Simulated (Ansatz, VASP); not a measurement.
OsSe in VASP and in Ansatz

Contents of INCAR:

```
  ALGO = Normal
  EDIFF = 1E-7
  ENCUT = 520
  GGA = PE
  ISIF = 2
  ISMEAR = 0
  ISPIN = 2
  LASPH = T
  LCHARG = T
  LELF = T
  LMAXMIX = 4
  LORBIT = 11
  LREAL = F
  LVHAR = T
  LWAVE = F
  MAGMOM = 0.05 0
  NBANDS = 18
  NELM = 150
  PREC = Accurate
  SIGMA = 0.05
```

File KPOINTS:

```
k-points
0
Gamma
  10 10 10
```

POSCAR

```
OsSe
1.0
    0.0000000000      2.7174126929      2.7174126929
    2.7174126929      0.0000000000      2.7174126929
    2.7174126929      2.7174126929      0.0000000000
Os Se
1 1
Direct
    0.0000000000      0.0000000000      0.0000000000
    0.2500000000      0.2500000000      0.2500000000
```

Input for Ansatz:

```yaml
crystal:
  lattice:
    - [0.0, 2.7174126929, 2.7174126929]
    - [2.7174126929, 0.0, 2.7174126929]
    - [2.7174126929, 2.7174126929, 0.0]
  atoms:
    - { symbol: Os, position: [0.0, 0.0, 0.0], spin: 0.05 }
    - { symbol: Se, position: [0.25, 0.25, 0.25] }
basis:
  ecutwfc: 420
  ecutrho_ratio: 4
kpoints:
  mp_grid: { grid: [10, 10, 10] }
hamiltonian:
  xc: pbe
scf:
  occupations: { method: gaussian, width: 0.05 }
output:
  forces: true
  stress: true
  eigenvalues: true
  populations: true
magnetization:
  spin_polarized: true
```

Alike in both runs: task single point; functional PBE; k mesh 10 × 10 × 10; occupations gaussian, width 0.05 eV; collinear spin.

|  | VASP | Ansatz |
| --- | --- | --- |
| version | VASP 6.6.1 | Ansatz 0.2.0 |
| potentials or method | VASP PAW PBE potentials, release 64 (Os, Se), cutoff 520 eV | scalar-relativistic, plane waves, PAW |
| valence electrons in the cell | 14 | 32 |

```tsv
	VASP	Ansatz	Ansatz less VASP
gap on the k mesh at the Fermi level (eV)	none	none	-
pressure (GPa)	7.3	6.5	-0.79
net moment per atom (μB)	0.00	0.00	-0.002
```

A gap of «none» marks a metal or a gap that the smearing closes. VASP's potentials hold 14 valence electrons a cell and Ansatz's 32, so a difference there can come from the potentials and not from the codes. Ansatz's warnings: seeded moment not kept.

Spin-orbit coupling is off throughout.
